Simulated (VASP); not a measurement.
# Al2O3 (P-6m2) in VASP: notebook

Runs on Al2O3. Level: PBE+D3(BJ). Tasks: single point.

Everything below comes from runs of VASP 6.6.1. Logs are shortened: lines on timing, memory, paths and dates and some standing lists are left out, and cuts for length are marked.

### Step 1. The cell of the first run

Symmetry: P-6m2, No. 187, hexagonal system. Conventional cell: a = 2.896 Å, b = 2.896 Å, c = 6.859 Å, α = 90.00°, β = 90.00°, γ = 120.00°. Al (site symmetry 3m) has 6 O at 1.79 to 2.12 Å within 2.4 Å. O (site symmetry 3m) has 3 Al at 1.79 Å within 2.4 Å. O (site symmetry -6m2) has 6 Al at 2.12 Å and 6 O at 2.57 Å within 2.8 Å.

### Step 2. Single point, PBE+D3(BJ)

Contents of INCAR:

```
SYSTEM = Al2O3
ALGO = Normal
EDIFF = 1E-7
ENCUT = 520
GGA = PE
ISIF = 2
ISMEAR = 0
IVDW = 12
LASPH = .TRUE.
LCHARG = .TRUE.
LELF = .TRUE.
LREAL = .FALSE.
LVHAR = .TRUE.
LWAVE = .FALSE.
NBANDS = 20
NELM = 100
PREC = Accurate
SIGMA = 0.05
```

Contents of KPOINTS:

```
k-points
0
G
  9 9 4
  0 0 0
```

Contents of POSCAR:

```
Al2O3
1.0
    2.8959000000      0.0000000000      0.0000000000
   -1.4479500000      2.5079229668      0.0000000000
    0.0000000000      0.0000000000      6.8585000000
Al O
2 3
Direct
    0.0000000000      0.0000000000      0.1907358529
    0.0000000000      0.0000000000      0.8092641471
    0.3333333333      0.6666666667      0.2840924954
    0.6666666667      0.3333333333      0.0000000000
    0.3333333333      0.6666666667      0.7159075046
```

Potentials or basis: VASP PAW PBE potentials, release 64 (Al, O).

The run is started by

```
> cat potpaw_PBE.64/Al/POTCAR potpaw_PBE.64/O/POTCAR > POTCAR
> mpirun -np 1 vasp_std > vasp.out
```

OUTCAR:

```text
SYSTEM = Al2O3
   EDIFF = 1E-7
   ENCUT = 520
   GGA = PE
   ISIF = 2
   ISMEAR = 0
   IVDW = 12
   LASPH = .TRUE.
   LREAL = .FALSE.
   NELM = 100
   PREC = Accurate
 IVDW          = 12

 ion  position               nearest neighbor table
   1  0.000  0.000  0.191-   3 1.79   3 1.79   3 1.79   4 2.12   4 2.12   4 2.12   2 2.62
   2  0.000  0.000  0.809-   5 1.79   5 1.79   5 1.79   4 2.12   4 2.12   4 2.12   1 2.62
   3  0.333  0.667  0.284-   1 1.79   1 1.79   1 1.79
   4  0.667  0.333  0.000-   1 2.12   2 2.12   1 2.12   2 2.12   1 2.12   2 2.12
   5  0.333  0.667  0.716-   2 1.79   2 1.79   2 1.79

  LATTYP: Found a hexagonal cell.
 ALAT       =     2.8959000000
 C/A-ratio  =     2.3683483546

  Lattice vectors:

 A1 = (   2.8959000000,   0.0000000000,   0.0000000000)
 A2 = (  -1.4479500000,   2.5079229668,   0.0000000000)
 A3 = (   0.0000000000,   0.0000000000,   6.8585000000)

Analysis of symmetry for initial positions (statically):
=====================================================================
 Subroutine PRICEL returns:
 Original cell was already a primitive cell.

 Routine SETGRP: Setting up the symmetry group for a
 hexagonal supercell.

 Subroutine GETGRP returns: Found 12 space group operations
 (whereof 12 operations were pure point group operations)
 out of a pool of 24 trial point group operations.

The static configuration has the point symmetry D_3h.

Analysis of symmetry for dynamics (positions and initial velocities):
=====================================================================
 Subroutine PRICEL returns:
 Original cell was already a primitive cell.

 Routine SETGRP: Setting up the symmetry group for a
 hexagonal supercell.

 Subroutine GETGRP returns: Found 12 space group operations
 (whereof 12 operations were pure point group operations)
 out of a pool of 24 trial point group operations.

The dynamic configuration has the point symmetry D_3h.

 Subroutine INISYM returns: Found 12 space group operations
 (whereof 12 operations are pure point group operations),
 and found     1 'primitive' translations

----------------------------------------------------------------------------------------

                                     Primitive cell

  volume of cell :      49.8112

  direct lattice vectors                    reciprocal lattice vectors
     2.895900000  0.000000000  0.000000000     0.345315791  0.199368165  0.000000000
    -1.447950000  2.507922967  0.000000000     0.000000000  0.398736330  0.000000000
     0.000000000  0.000000000  6.858500000     0.000000000  0.000000000  0.145804476

  length of vectors
     2.895900000  2.895900000  6.858500000     0.398736330  0.398736330  0.145804476

  position of ions in fractional coordinates (direct lattice)
     0.000000000  0.000000000  0.190735853
     0.000000000  0.000000000  0.809264147
     0.333333333  0.666666667  0.284092495
     0.666666667  0.333333333  0.000000000
     0.333333333  0.666666667  0.715907505

  ion indices of the primitive-cell ions
   primitive index   ion index
                 1           1
                 2           2
                 3           3
                 4           4
                 5           5

----------------------------------------------------------------------------------------

 KPOINTS: k-points

Automatic generation of k-mesh.
 Grid dimensions read from file:
 generate k-points for:    9    9    4

 Generating k-lattice:

  Cartesian coordinates                     Fractional coordinates (reciprocal lattice)
     0.038368421  0.022152018  0.000000000     0.111111111 -0.000000000  0.000000000
     0.000000000  0.044304037  0.000000000     0.000000000  0.111111111  0.000000000
     0.000000000  0.000000000  0.036451119     0.000000000  0.000000000  0.250000000

  Length of vectors
     0.044304037  0.044304037  0.036451119

  Shift w.r.t. Gamma in fractional coordinates (k-lattice)
     0.000000000  0.000000000  0.000000000

 Subroutine IBZKPT returns following result:
 ===========================================

 Found     36 irreducible k-points:

 Following reciprocal coordinates:
            Coordinates               Weight
  0.000000  0.000000  0.000000      1.000000
  0.111111  0.000000  0.000000      6.000000
  0.222222  0.000000  0.000000      6.000000
  0.333333  0.000000  0.000000      6.000000
  0.444444  0.000000  0.000000      6.000000
  0.111111  0.111111  0.000000      6.000000
[... 16 lines left out ...]
  0.333333  0.222222  0.250000     24.000000
  0.333333  0.333333  0.250000      4.000000
 [... further k-points ...]
   k-points           NKPTS =     36   k-points in BZ     NKDIM =     36   number of bands    NBANDS=     20
   number of dos      NEDOS =    301   number of ions     NIONS =      5
   total plane-waves  NPLWV =  31104
   dimension x,y,z NGX =    24 NGY =   24 NGZ =   54
   dimension x,y,z NGXF=    48 NGYF=   48 NGZF=  108
   ions per type =               2   3
   NGX,Y,Z   is equivalent  to a cutoff of  13.78, 13.78, 13.09 a.u.
   NGXF,Y,Z  is equivalent  to a cutoff of  27.56, 27.56, 26.18 a.u.
 SYSTEM =  Al2O3
   PREC   = accura    normal or accurate (medium, high low for compatibility)
   ISTART =      0    job   : 0-new  1-cont  2-samecut
   ICHARG =      2    charge: 1-file 2-atom 10-const
   ISPIN  =      1    spin polarized calculation?
   LNONCOLLINEAR =      F non collinear calculations
   LSORBIT =      F    spin-orbit coupling
   LASPH  =      T    aspherical Exc in radial PAW
   ENCUT  =  520.0 eV  38.22 Ry    6.18 a.u.   5.38  5.38 12.75*2*pi/ulx,y,z
   NELM   =    100;   NELMIN=  2; NELMDL= -5     # of ELM steps
   EDIFF  = 0.1E-06   stopping-criterion for ELM
   LREAL  =      F    real-space projection
   EDIFFG = 0.1E-05   stopping-criterion for IOM
   NSW    =      0    number of steps for IOM
   IBRION =     -1    ionic relax: 0-MD 1-quasi-New 2-CG
   NFREE  =      0    steps in history (QN), initial steepest desc. (CG)
   ISIF   =      2    stress and relaxation
   ISYM   =      2    0-nonsym 1-usesym 2-fastsym
   POTIM  = 0.5000    time-step for ionic-motion
   TEBEG  =    0.0;   TEEND  =   0.0 temperature during run
   PSTRESS=    0.0 pullay stress
   NELECT =      24.0000    total number of electrons
   NUPDOWN=      -1.0000    fix difference up-down
   EMIN   =  10.00;   EMAX   =-10.00  energy-range for DOS
   EFERMI =   0.00;   METHOD = LEGACY
   ISMEAR =     0;   SIGMA  =   0.05  broadening in eV -4-tet -1-fermi 0-gaus
   EFERMI_NEDOS =   21; number of points for ismear=-14 and -15
   IALGO  =     38    algorithm
   IMIX   =      4    mixing-type and parameters
     AMIX     =   0.40;   BMIX     =  1.00
     AMIX_MAG =   1.60;   BMIX_MAG =  1.00
  volume/ion in A,a.u.               =       9.96        67.23
  Fermi-wavevector in a.u.,A,eV,Ry     =   1.283422  2.425317 22.411150  1.647173
  Thomas-Fermi vector in A             =   2.415676
   LORBIT       =      0    0 simple, 1 ext, 2 COOP (PROOUT), +10 PAW based schemes
   GGA     = PE    functional components
   LHFCALC =     F    Hartree Fock is set to
   AEXX    =    0.0000 exact exchange contribution
   IVDW    =    12    specifies the selected vdW correction
   LEPSILON=     F    determine dielectric tensor
   LRPA    =     F    only Hartree local field effects (RPA)
 non-spin polarized calculation
 Gauss-broadening in eV      SIGMA  =   0.05
  energy-cutoff  :      520.00
  volume of cell :       49.81
 maximum number of plane-waves:      1394
 NGX is ok and might be reduce to    24
   NGX = 11   NGY = 11   NGZ = 25

 number of electron      23.9999991 magnetization

 Free energy of the ion-electron system (eV)
  ---------------------------------------------------
  ext. energy  EPLUGINS =         0.00000000
  ---------------------------------------------------
  free energy    TOTEN  =       -36.12937603 eV

  energy without entropy =      -36.12937603  energy(sigma->0) =      -36.12937603

 E-fermi :   4.8703     XC(G=0): -10.5707

 val. band max:        4.5701340854   @ k =   0.1111   0.0000   0.0000
 cond. band min:       8.6506440551   @ k =   0.0000   0.0000   0.0000
 fundamental gap:      4.0805099697
 Fermi energy:         4.8702938655

 k-point     1 :       0.0000    0.0000    0.0000
  band No.  band energies     occupation
      1     -15.1003      2.00000
      2     -13.4583      2.00000
      3     -12.3977      2.00000
      4      -0.7041      2.00000
      5       1.7275      2.00000
      6       2.2187      2.00000
[... 12 lines left out ...]
     19      19.1406      0.00000
     20      19.1721      0.00000

 k-point     2 :       0.1111    0.0000    0.0000
  band No.  band energies     occupation
      1     -14.9476      2.00000
      2     -13.3479      2.00000
      3     -12.3543      2.00000
      4      -0.6752      2.00000
      5       1.0853      2.00000
      6       2.0424      2.00000
[... 12 lines left out ...]
     19      18.7991      0.00000
     20      19.4009      0.00000

 k-point     3 :       0.2222    0.0000    0.0000
  band No.  band energies     occupation
      1     -14.5197      2.00000
      2     -13.0538      2.00000
      3     -12.2627      2.00000
      4      -0.7645      2.00000
      5      -0.2114      2.00000
      6       1.2972      2.00000
[... 12 lines left out ...]
     19      18.9767      0.00000
     20      19.5075      0.00000

 k-point     4 :       0.3333    0.0000    0.0000
  band No.  band energies     occupation
      1     -13.9205      2.00000
      2     -12.6884      2.00000
      3     -12.2250      2.00000
      4      -1.5137      2.00000
      5      -1.2464      2.00000
      6       0.3202      2.00000
[... 12 lines left out ...]
     19      18.7755      0.00000
     20      19.2626      0.00000

 k-point     5 :       0.4444    0.0000    0.0000
  band No.  band energies     occupation
      1     -13.3821      2.00000
      2     -12.4275      2.00000
      3     -12.3172      2.00000
      4      -2.3061      2.00000
      5      -1.7195      2.00000
      6      -0.2431      2.00000
[... 12 lines left out ...]
     19      18.8484      0.00000
     20      19.2975      0.00000

 k-point     6 :       0.1111    0.1111    0.0000
  band No.  band energies     occupation
      1     -14.6569      2.00000
      2     -13.1454      2.00000
      3     -12.2864      2.00000
      4      -0.6982      2.00000
      5       0.2799      2.00000
      6       1.1929      2.00000
[... 12 lines left out ...]
     19      18.9468      0.00000
     20      19.4302      0.00000

 k-point     7 :       0.2222    0.1111    0.0000
  band No.  band energies     occupation
      1     -14.1397      2.00000
      2     -12.8132      2.00000
      3     -12.2192      2.00000
      4      -0.9789      2.00000
      5      -0.8832      2.00000
      6       0.3178      2.00000
[... 12 lines left out ...]
     19      18.3501      0.00000
     20      19.1680      0.00000
[... 277 lines left out ...]
 k-point    20 :       0.3333    0.1111    0.2500
  band No.  band energies     occupation
      1     -13.5414      2.00000
      2     -12.5391      2.00000
      3     -12.2181      2.00000
      4      -1.8935      2.00000
      5      -1.4921      2.00000
      6      -0.0412      2.00000
[... 12 lines left out ...]
     19      18.2296      0.00000
     20      19.2355      0.00000

 k-point    21 :       0.4444    0.1111    0.2500
  band No.  band energies     occupation
      1     -13.2214      2.00000
      2     -12.4123      2.00000
      3     -12.3003      2.00000
      4      -2.2972      2.00000
      5      -1.7242      2.00000
      6      -0.1547      2.00000
[... 12 lines left out ...]
     19      18.6076      0.00000
     20      19.0648      0.00000

 k-point    22 :       0.2222    0.2222    0.2500
  band No.  band energies     occupation
      1     -13.6103      2.00000
      2     -12.5670      2.00000
      3     -12.1894      2.00000
      4      -1.4969      2.00000
      5      -1.2646      2.00000
      6      -0.3283      2.00000
[... 12 lines left out ...]
     19      17.5486      0.00000
     20      19.0146      0.00000

 k-point    23 :       0.3333    0.2222    0.2500
  band No.  band energies     occupation
      1     -13.1570      2.00000
      2     -12.3753      2.00000
      3     -12.2762      2.00000
      4      -2.0212      2.00000
      5      -1.4028      2.00000
      6      -0.3714      2.00000
[... 12 lines left out ...]
     19      18.0731      0.00000
     20      18.4431      0.00000

 k-point    24 :       0.3333    0.3333    0.2500
  band No.  band energies     occupation
      1     -12.9706      2.00000
      2     -12.3661      2.00000
      3     -12.2718      2.00000
      4      -2.0170      2.00000
      5      -1.1999      2.00000
      6      -0.5699      2.00000
[... 12 lines left out ...]
     19      17.9126      0.00000
     20      18.3463      0.00000

 [... further k-points ...]

------------------------ aborting loop because EDIFF is reached ----------------------------------------

 Edisp (eV)   -1.01239

 E8    (eV) :    -0.3828

  FORCE on cell =-STRESS in cart. coord.  units (eV):
  Direction    XX          YY          ZZ          XY          YZ          ZX
  --------------------------------------------------------------------------------------
  -------------------------------------------------------------------------------------
  Total      -0.75211    -0.75211     5.40173     0.00000     0.00000     0.00000
  in kB     -24.19175   -24.19175   173.74686     0.00000     0.00000     0.00000
  external pressure =       41.79 kB  Pullay stress =        0.00 kB

 VOLUME and BASIS-vectors are now :
 -----------------------------------------------------------------------------
  energy-cutoff  :      520.00
  volume of cell :       49.81
      direct lattice vectors                 reciprocal lattice vectors
     2.895900000  0.000000000  0.000000000     0.345315791  0.199368165  0.000000000
    -1.447950000  2.507922967  0.000000000     0.000000000  0.398736330  0.000000000
     0.000000000  0.000000000  6.858500000     0.000000000  0.000000000  0.145804476

 POSITION                                       TOTAL-FORCE (eV/Angst)
 -----------------------------------------------------------------------------------
      0.00000      0.00000      1.30816         0.000000     -0.000000      1.057979
      0.00000      0.00000      5.55034         0.000000     -0.000000     -1.057979
     -0.00000      1.67195      1.94845         0.000000      0.000000      0.501313
      1.44795      0.83597      0.00000        -0.000000     -0.000000      0.000000
     -0.00000      1.67195      4.91005         0.000000      0.000000     -0.501313
 -----------------------------------------------------------------------------------
    total drift:                                0.000000     -0.000000      0.000000

  FREE ENERGIE OF THE ION-ELECTRON SYSTEM (eV)
  ---------------------------------------------------
  free  energy   TOTEN  =       -37.1417638941 eV

  energy  without entropy=      -37.1417638941  energy(sigma->0) =      -37.14176389
```

Run time: 18 s. Hardware: 1 thread of Intel Xeon 6975P-C (Granite Rapids), shared host; peak memory 0.19 GiB.

Results:

| Quantity | Value |
| --- | --- |
| Free energy | -37.1418 eV |
| Pressure | 4.2 GPa |
| Largest force | 1.058 eV/Å |
| Band gap on the k mesh | 4.08 eV, indirect (least direct gap 4.18 eV) |
| Dispersion energy per atom | -0.202 eV |

Forces in eV/Å, atoms in the order of the input:
```
Al   0.000  0.000  1.058
Al   0.000  0.000 -1.058
O    0.000  0.000  0.501
O    0.000  0.000  0.000
O    0.000  0.000 -0.501
```

Stress tensor (GPa, compression positive):
```
-2.42  0.00  0.00
 0.00 -2.42  0.00
 0.00  0.00 17.37
```

Caveat: forces of over 1 eV/Å act on the atoms, so gaps and moduli don't describe the material at rest.

(Part 1 of 2 ends here.)
